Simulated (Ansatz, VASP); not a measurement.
# Two plane-wave programs on Ni

```
CELL_PARAMETERS angstrom
0.00000 2.66233 2.66233
2.66233 0.00000 2.66233
2.66233 2.66233 0.00000
ATOMIC_POSITIONS crystal
Ni 0.12500 0.12500 0.12500
Ni 0.87500 0.87500 0.87500
```

Alike in both runs: task single point; functional BLYP; k mesh 12 × 12 × 12; occupations fermi-dirac, width 0.05 eV; collinear spin.

|  | VASP | Ansatz |
| --- | --- | --- |
| version | VASP 6.6.1 | Ansatz 0.2.0 |
| potentials or method | VASP PAW PBE potentials, release 64 (Ni), cutoff 520 eV | plane waves (420 eV) with PAW, scalar-relativistic |
| valence electrons in the cell | 20 | 36 |

Ansatz gave:

| Item | Value |
| --- | --- |
| pressure (GPa) | -4.9 |
| net moment per atom (μB) | 0.80 |
| size of the moment on the site where the two differ most (μB) | 0.84 |

Estimate VASP's values.

pressure (GPa): -4.8; net moment per atom (μB): 0.78; size of the moment on the site where the two differ most (μB): 0.79.

VASP's potentials were made for PBE, not for BLYP. Site moments also hang on the region over which each program counts them. VASP's potentials hold 20 valence electrons a cell and Ansatz's 36, so a difference there can come from the potentials and not from the codes.
